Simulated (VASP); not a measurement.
# Sn (I4_1/amd) in VASP: single point with PBEsol

Aim: the single point of Sn with PBEsol.

Program: VASP 6.6.1. These are calculated values, not measurements. Logs are shortened: lines on timing, memory, paths and dates and some standing lists are left out, and cuts for length are marked.

### Step 1. The cell of the first run

The structure is tetragonal, space group I4_1/amd (No. 141). Conventional cell: a = 4.653 Å, b = 4.653 Å, c = 6.317 Å, α = 90.00°, β = 90.00°, γ = 90.00°. Within 3.7 Å of Sn (site symmetry -4m2) lie 4 Sn at 2.81 Å.

### Step 2. Single point, PBEsol

INCAR

```
PREC = Accurate
ENCUT = 520
EDIFF = 1E-6
ISMEAR = 0
SIGMA = 0.15
LREAL = F
LASPH = T
NELM = 60
ALGO = Fast
ISIF = 2
LWAVE = F
LCHARG = F
GGA = PS
NBANDS = 21
```

KPOINTS

```
regular mesh
0
Gamma
  14 14 14
```

POSCAR

```
Sn
1.0
    0.0000000000      3.2900657995      3.1584631675
    3.2900657995      0.0000000000      3.1584631675
    3.2900657995      3.2900657995      0.0000000000
Sn
2
Direct
    0.5000000000      0.5000000000      0.5000000000
    0.7500000000      0.7500000000      0.7500000000
```

Potentials or basis: VASP PAW PBE potentials, release 64 (Sn_d).

Command:

```sh
> cat potpaw_PBE.64/Sn_d/POTCAR > POTCAR
> mpirun -np 1 vasp_std > vasp.out
```

OUTCAR:

```text
PREC = Accurate
   ENCUT = 520
   EDIFF = 1E-6
   ISMEAR = 0
   LREAL = F
   LASPH = T
   NELM = 60
   ISIF = 2
   GGA = PS

 ion  position               nearest neighbor table
   1  0.500  0.500  0.500-   2 2.81   2 2.81   2 2.81   2 2.81
   2  0.750  0.750  0.750-   1 2.81   1 2.81   1 2.81   1 2.81

  LATTYP: Found a body centered tetragonal cell.
 ALAT       =     4.6528556748
 C/A-ratio  =     1.3576450199

  Lattice vectors:

 A1 = (   0.0000000000,  -3.2900657995,  -3.1584631675)
 A2 = (   0.0000000000,   3.2900657995,  -3.1584631675)
 A3 = (   3.2900657995,   0.0000000000,   3.1584631675)

Analysis of symmetry for initial positions (statically):
=====================================================================
 Subroutine PRICEL returns:
 Original cell was already a primitive cell.

 Routine SETGRP: Setting up the symmetry group for a
 body centered tetragonal supercell.

 Subroutine GETGRP returns: Found 16 space group operations
 (whereof  8 operations were pure point group operations)
 out of a pool of 16 trial point group operations.

The static configuration has the point symmetry D_2d.
 The point group associated with its full space group is D_4h.

Analysis of symmetry for dynamics (positions and initial velocities):
=====================================================================
 Subroutine PRICEL returns:
 Original cell was already a primitive cell.

 Routine SETGRP: Setting up the symmetry group for a
 body centered tetragonal supercell.

 Subroutine GETGRP returns: Found 16 space group operations
 (whereof  8 operations were pure point group operations)
 out of a pool of 16 trial point group operations.

The dynamic configuration has the point symmetry D_2d.
 The point group associated with its full space group is D_4h.

 Subroutine INISYM returns: Found 16 space group operations
 (whereof  8 operations are pure point group operations),
 and found     1 'primitive' translations

----------------------------------------------------------------------------------------

                                     Primitive cell

  volume of cell :      68.3778

  direct lattice vectors                    reciprocal lattice vectors
     0.000000000  3.290065800  3.158463167    -0.151972644  0.151972644  0.158304838
     3.290065800  0.000000000  3.158463167     0.151972644 -0.151972644  0.158304838
     3.290065800  3.290065800  0.000000000     0.151972644  0.151972644 -0.158304838

  length of vectors
     4.560748025  4.560748025  4.652855675     0.266930311  0.266930311  0.266930311

  position of ions in fractional coordinates (direct lattice)
     0.500000000  0.500000000  0.500000000
     0.750000000  0.750000000  0.750000000

  ion indices of the primitive-cell ions
   primitive index   ion index
                 1           1
                 2           2

----------------------------------------------------------------------------------------

 KPOINTS: regular mesh

Automatic generation of k-mesh.
 Grid dimensions read from file:
 generate k-points for:   14   14   14

 Generating k-lattice:

  Cartesian coordinates                     Fractional coordinates (reciprocal lattice)
    -0.010855189  0.010855189  0.011307488     0.071428571  0.000000000  0.000000000
     0.010855189 -0.010855189  0.011307488     0.000000000  0.071428571  0.000000000
     0.010855189  0.010855189 -0.011307488     0.000000000  0.000000000  0.071428571

  Length of vectors
     0.019066451  0.019066451  0.019066451

  Shift w.r.t. Gamma in fractional coordinates (k-lattice)
     0.000000000  0.000000000  0.000000000

 Subroutine IBZKPT returns following result:
 ===========================================

 Found    244 irreducible k-points:

 Following reciprocal coordinates:
            Coordinates               Weight
  0.000000  0.000000  0.000000      1.000000
  0.071429  0.000000  0.000000      8.000000
  0.142857  0.000000  0.000000      8.000000
  0.214286  0.000000  0.000000      8.000000
  0.285714 -0.000000  0.000000      8.000000
  0.357143  0.000000  0.000000      8.000000
[... 16 lines left out ...]
  0.214286  0.142857  0.000000      8.000000
  0.285714  0.142857  0.000000      8.000000
 [... further k-points ...]
   k-points           NKPTS =    244   k-points in BZ     NKDIM =    244   number of bands    NBANDS=     21
   number of dos      NEDOS =    301   number of ions     NIONS =      2
   total plane-waves  NPLWV =  46656
   dimension x,y,z NGX =    36 NGY =   36 NGZ =   36
   dimension x,y,z NGXF=    72 NGYF=   72 NGZF=   72
   ions per type =               2
   NGX,Y,Z   is equivalent  to a cutoff of  13.12, 13.12, 12.86 a.u.
   NGXF,Y,Z  is equivalent  to a cutoff of  26.25, 26.25, 25.73 a.u.
 SYSTEM =  unknown system
   PREC   = accura    normal or accurate (medium, high low for compatibility)
   ISTART =      0    job   : 0-new  1-cont  2-samecut
   ICHARG =      2    charge: 1-file 2-atom 10-const
   ISPIN  =      1    spin polarized calculation?
   LNONCOLLINEAR =      F non collinear calculations
   LSORBIT =      F    spin-orbit coupling
   LASPH  =      T    aspherical Exc in radial PAW
   ENCUT  =  520.0 eV  38.22 Ry    6.18 a.u.   8.48  8.48  8.65*2*pi/ulx,y,z
   NELM   =     60;   NELMIN=  2; NELMDL= -5     # of ELM steps
   EDIFF  = 0.1E-05   stopping-criterion for ELM
   LREAL  =      F    real-space projection
   EDIFFG = 0.1E-04   stopping-criterion for IOM
   NSW    =      0    number of steps for IOM
   IBRION =     -1    ionic relax: 0-MD 1-quasi-New 2-CG
   NFREE  =      0    steps in history (QN), initial steepest desc. (CG)
   ISIF   =      2    stress and relaxation
   ISYM   =      2    0-nonsym 1-usesym 2-fastsym
   POTIM  = 0.5000    time-step for ionic-motion
   TEBEG  =    0.0;   TEEND  =   0.0 temperature during run
   PSTRESS=    0.0 pullay stress
   NELECT =      28.0000    total number of electrons
   NUPDOWN=      -1.0000    fix difference up-down
   EMIN   =  10.00;   EMAX   =-10.00  energy-range for DOS
   EFERMI =   0.00;   METHOD = LEGACY
   ISMEAR =     0;   SIGMA  =   0.15  broadening in eV -4-tet -1-fermi 0-gaus
   EFERMI_NEDOS =   21; number of points for ismear=-14 and -15
   IALGO  =     68    algorithm
   IMIX   =      4    mixing-type and parameters
     AMIX     =   0.40;   BMIX     =  1.00
     AMIX_MAG =   1.60;   BMIX_MAG =  1.00
  volume/ion in A,a.u.               =      34.19       230.72
  Fermi-wavevector in a.u.,A,eV,Ry     =   1.215689  2.297319 20.108049  1.477900
  Thomas-Fermi vector in A             =   2.351068
   LORBIT       =      0    0 simple, 1 ext, 2 COOP (PROOUT), +10 PAW based schemes
   GGA     = PS    functional components
   LHFCALC =     F    Hartree Fock is set to
   AEXX    =    0.0000 exact exchange contribution
   IVDW    =     0    specifies the selected vdW correction
   LEPSILON=     F    determine dielectric tensor
   LRPA    =     F    only Hartree local field effects (RPA)
 non-spin polarized calculation
 RMM-DIIS sequential band-by-band and
 Gauss-broadening in eV      SIGMA  =   0.15
  energy-cutoff  :      520.00
  volume of cell :       68.38
 maximum number of plane-waves:      1883
 NGX is ok and might be reduce to    36
   NGX = 17   NGY = 17   NGZ = 17

 number of electron      27.9999991 magnetization

 Free energy of the ion-electron system (eV)
  ---------------------------------------------------
  ext. energy  EPLUGINS =         0.00000000
  ---------------------------------------------------
  free energy    TOTEN  =        -8.45540432 eV

  energy without entropy =       -8.45385963  energy(sigma->0) =       -8.45463198

 E-fermi :   5.5019     XC(G=0):  -9.0647

 val. band max:        5.4797472553   @ k =   0.0000   0.0000   0.0000
 cond. band min:       5.5020634235   @ k =  -0.0714   0.0000   0.0714
 fundamental gap:      0.0223161682
 Fermi energy:         5.5018773602

 k-point     1 :       0.0000    0.0000    0.0000
  band No.  band energies     occupation
      1     -16.1281      2.00000
      2     -16.1112      2.00000
      3     -16.1112      2.00000
      4     -16.0599      2.00000
      5     -16.0532      2.00000
      6     -15.7550      2.00000
[... 13 lines left out ...]
     20      13.1266      0.00000
     21      13.5188      0.00000

 k-point     2 :       0.0714    0.0000    0.0000
  band No.  band energies     occupation
      1     -16.1301      2.00000
      2     -16.1156      2.00000
      3     -16.1122      2.00000
      4     -16.0537      2.00000
      5     -16.0475      2.00000
      6     -15.7644      2.00000
[... 13 lines left out ...]
     20      12.6562      0.00000
     21      12.9937      0.00000

 k-point     3 :       0.1429    0.0000    0.0000
  band No.  band energies     occupation
      1     -16.1368      2.00000
      2     -16.1243      2.00000
      3     -16.1113      2.00000
      4     -16.0400      2.00000
      5     -16.0348      2.00000
      6     -15.7790      2.00000
[... 13 lines left out ...]
     20      12.2637      0.00000
     21      12.5597      0.00000

 k-point     4 :       0.2143    0.0000    0.0000
  band No.  band energies     occupation
      1     -16.1453      2.00000
      2     -16.1324      2.00000
      3     -16.1072      2.00000
      4     -16.0251      2.00000
      5     -16.0207      2.00000
      6     -15.7927      2.00000
[... 13 lines left out ...]
     20      12.1717      0.00000
     21      12.4387      0.00000

 k-point     5 :       0.2857   -0.0000    0.0000
  band No.  band energies     occupation
      1     -16.1526      2.00000
      2     -16.1384      2.00000
      3     -16.1017      2.00000
      4     -16.0122      2.00000
      5     -16.0086      2.00000
      6     -15.8037      2.00000
[... 13 lines left out ...]
     20      12.4437      0.00000
     21      12.5452      0.00000
[... 382 lines left out ...]
     20      12.1153      0.00000
     21      12.5024      0.00000

 k-point    22 :       0.1429    0.1429    0.0000
  band No.  band energies     occupation
      1     -16.1284      2.00000
      2     -16.1209      2.00000
      3     -16.1209      2.00000
      4     -16.0431      2.00000
      5     -16.0215      2.00000
      6     -15.8001      2.00000
[... 13 lines left out ...]
     20      11.6906      0.00000
     21      13.3675      0.00000

 k-point    23 :       0.2143    0.1429    0.0000
  band No.  band energies     occupation
      1     -16.1369      2.00000
      2     -16.1267      2.00000
      3     -16.1147      2.00000
      4     -16.0320      2.00000
      5     -16.0062      2.00000
      6     -15.8184      2.00000
[... 13 lines left out ...]
     20      12.3213      0.00000
     21      13.2839      0.00000

 k-point    24 :       0.2857    0.1429    0.0000
  band No.  band energies     occupation
      1     -16.1498      2.00000
      2     -16.1334      2.00000
      3     -16.1016      2.00000
      4     -16.0182      2.00000
      5     -15.9917      2.00000
      6     -15.8330      2.00000
[... 13 lines left out ...]
     20      12.7701      0.00000
     21      13.3744      0.00000

 [... further k-points ...]

------------------------ aborting loop because EDIFF is reached ----------------------------------------

  FORCE on cell =-STRESS in cart. coord.  units (eV):
  Direction    XX          YY          ZZ          XY          YZ          ZX
  --------------------------------------------------------------------------------------
  -------------------------------------------------------------------------------------
  Total        0.2261760      0.2261760      0.7191541      0.0000000     -0.0000000     -0.0000000
  in kB        5.2995870      5.2995870     16.8506858      0.0000000     -0.0000000     -0.0000000
  external PRESSURE =       9.1499533 kB  Pullay stress =       0.0000000 kB

 VOLUME and BASIS-vectors are now :
 -----------------------------------------------------------------------------
  energy-cutoff  :      520.00
  volume of cell :       68.38
      direct lattice vectors                 reciprocal lattice vectors
     0.000000000  3.290065800  3.158463167    -0.151972644  0.151972644  0.158304838
     3.290065800  0.000000000  3.158463167     0.151972644 -0.151972644  0.158304838
     3.290065800  3.290065800  0.000000000     0.151972644  0.151972644 -0.158304838

 POSITION                                       TOTAL-FORCE (eV/Angst)
 -----------------------------------------------------------------------------------
      3.29007      3.29007      3.15846         0.000000      0.000000     -0.000000
      4.93510      4.93510      4.73769        -0.000000     -0.000000      0.000000
 -----------------------------------------------------------------------------------
    total drift:                                0.000000      0.000000      0.000000

  FREE ENERGIE OF THE ION-ELECTRON SYSTEM (eV)
  ---------------------------------------------------
  free  energy   TOTEN  =        -8.4554043185 eV

  energy  without entropy=       -8.4538596333  energy(sigma->0) =       -8.45463198
```

It took 5.1 min on 1 thread of Intel Xeon Platinum 8488C (Sapphire Rapids), shared host; peak memory 0.4 GiB.

Results:

```yaml
Free_energy: -8.4554 eV
Pressure: 0.9 GPa
Band_gap_on_the_k_mesh: zero (bands 14 and 15 overlap by 0.14 eV)
```

Caveat: the PAW data sets were made with another functional, which shifts forces and pressure a little; spin-orbit coupling is left out, which moves the levels of the heavy elements.
